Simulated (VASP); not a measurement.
A run of VASP 6.6.1 is set up as follows.

Contents of INCAR:

```
PREC = Accurate ; ENCUT = 520
EDIFF = 1E-7 ; ISMEAR = 0
SIGMA = 0.1 ; LREAL = False
LASPH = True ; NELM = 100
ALGO = Normal ; ISIF = 2
LWAVE = False ; LCHARG = False
GGA = PE ; NBANDS = 16
```

The input KPOINTS:

```
regular mesh
0
Gamma
  18 18 6
```

POSCAR

```
BiH2
1.0
    3.2959685207      0.0000000000      0.0000000000
   -1.6479842603      2.8543924690      0.0000000000
    0.0000000000      0.0000000000      8.4884382723
Bi H
1 2
Direct
    0.0000000000      0.0000000000      0.5000000000
    0.0000000000      0.0000000000      0.0442120900
    0.0000000000      0.0000000000      0.9557879100
```

Potentials or basis: VASP PAW PBE potentials, release 64 (Bi_d, H).

Launch:

```bash
$ cat potpaw_PBE.64/Bi_d/POTCAR potpaw_PBE.64/H/POTCAR > POTCAR
$ mpirun -np 1 vasp_std > vasp.out
```

**Question.** Predict the pressure.

**Answer.** -0.1 GPa.

**Question.** What does it give for the band gap on the k mesh?

**Answer.** Zero (an odd number of electrons rules out a gap without spin polarisation).

**Question.** What does it give for the largest force?

**Answer.** 0.008 eV/Å.

Forces in eV/Å, atoms in the order of the input:
```
Bi   0.000  0.000  0.000
H    0.000  0.000 -0.008
H    0.000  0.000  0.008
```

Caveat: spin-orbit coupling is left out, which moves the levels of the heavy elements; an odd number of electrons without spin polarisation forces a metal; a magnetic or distorted state may lie lower.
